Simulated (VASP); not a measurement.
Here is a VASP 6.6.1 calculation.

Contents of INCAR:

```
ALGO = Normal
EDIFF = 1E-6
ENCUT = 520
GGA = PE
ISIF = 2
ISMEAR = 1
LASPH = True
LCHARG = False
LREAL = False
LWAVE = False
NBANDS = 24
NELM = 100
PREC = Accurate
SIGMA = 0.1
```

KPOINTS

```
k-points
0
Gamma
  15 15 8
```

POSCAR

```
TaN
1.0
    3.0500010905      0.0000000000      0.0000000000
   -1.5250005453      2.6413784260      0.0000000000
    0.0000000000      0.0000000000      4.9400000000
Ta N
2 2
Direct
    0.3333333333      0.6666666667      0.0000000000
    0.6666666667      0.3333333333      0.5000000000
    0.3333333333      0.6666666667      0.3850000000
    0.6666666667      0.3333333333      0.8850000000
```

Potentials or basis: VASP PAW PBE potentials, release 64 (Ta_pv, N).

Run with:

```console
$ cat potpaw_PBE.64/Ta_pv/POTCAR potpaw_PBE.64/N/POTCAR > POTCAR
$ mpirun -np 1 vasp_std > vasp.out
```

(1) Estimate the largest force.

(2) What does it give for the band gap on the k mesh?

(3) Predict the pressure.

Answers

(1) 2.395 eV/Å.

(2) zero (band 16 reaches 11.00 eV, above the bottom of band 17 at 8.14 eV).

(3) 140.2 GPa.

Caveat: spin-orbit coupling is left out, which moves the levels of the heavy elements; forces of over 1 eV/Å act on the atoms, so gaps and moduli don't describe the material at rest.
